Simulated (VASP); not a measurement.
Crystal: Ag.

```
CELL_PARAMETERS angstrom
0.00000 2.04500 2.04500
2.04500 0.00000 2.04500
2.04500 2.04500 0.00000
ATOMIC_POSITIONS crystal
Ag 0.00000 0.00000 0.00000
```

- Program: VASP 6.6.1
- Task: relaxation of cell and atoms
- Functional: PBE
- Potentials or basis: VASP PAW PBE potentials, release 64 (Ag)
- Cutoff: 500 eV
- k mesh: 20 × 20 × 20
- Occupations: fermi-dirac, width 0.1 eV
- Spin: no spin polarisation

At the start: pressure 4.2 GPa; volume 17.10 Å³/atom.

Problem. How do energy, volume and symmetry change on relaxing?

Solution. Over 3 steps the energy falls by 9.1 meV/atom and the volume is 17.83 Å³/atom (+4.2 %); space group Fm-3m (No. 225, to 0.1 Å) before and after.

Step by step:
```tsv
step	energy change (eV)	largest force (eV/Å)	pressure (GPa)	volume (Å³)
1	0.0000	0.0000	4.24	17.10
2	-0.0065	0.0000	-1.95	18.25
3	-0.0091	0.0000	0.01	17.83
```

Final structure:
```
Ag
1.0
     0.00000    2.07351    2.07351
     2.07351    0.00000    2.07351
     2.07351    2.07351    0.00000
Ag
1
Direct
  0.00000 0.00000 0.00000
```
